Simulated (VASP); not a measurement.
Crystal: TaN.

```
Ta N
1.0
     0.00000    2.21132    2.21132
     2.21132    0.00000    2.21132
     2.21132    2.21132    0.00000
Ta N
1 1
Direct
  0.50000 0.50000 0.50000
  0.00000 0.00000 0.00000
```

```yaml
Program: VASP 6.6.1
Task: relaxation of cell and atoms
Functional: PBEsol
Dispersion: D4
Potentials_or_basis: VASP PAW PBE potentials, release 64 (Ta_pv, N)
Cutoff: 600 eV
k_mesh: 10 × 10 × 10
Occupations: fermi-dirac, width 0.05 eV
Spin: no spin polarisation
```

At the start: pressure -12.8 GPa; volume 10.81 Å³/atom.

**Question.** How do energy, volume and symmetry change on relaxing?

**Answer.** Over 4 steps the energy falls by 16.8 meV/atom and the volume is 10.41 Å³/atom (-3.7 %); space group Fm-3m (No. 225, to 0.05 Å).

Step by step:
```tsv
step	energy change (eV)	largest force (eV/Å)	pressure (GPa)	volume (Å³)
1	0.0000	0.0000	-12.79	21.63
2	0.1696	0.0000	39.82	19.04
3	-0.0335	0.0000	-0.37	20.84
4	-0.0335	0.0000	-0.05	20.82
```

Final structure:
```xyz
2
Lattice="0.0000 2.1835 2.1835 2.1835 0.0000 2.1835 2.1835 2.1835 0.0000" Properties=species:S:1:pos:R:3 pbc="T T T"
Ta    2.1835    2.1835    2.1835
N     0.0000    0.0000    0.0000
```

Caveat: the PAW data sets were made with another functional, which shifts forces and pressure a little.
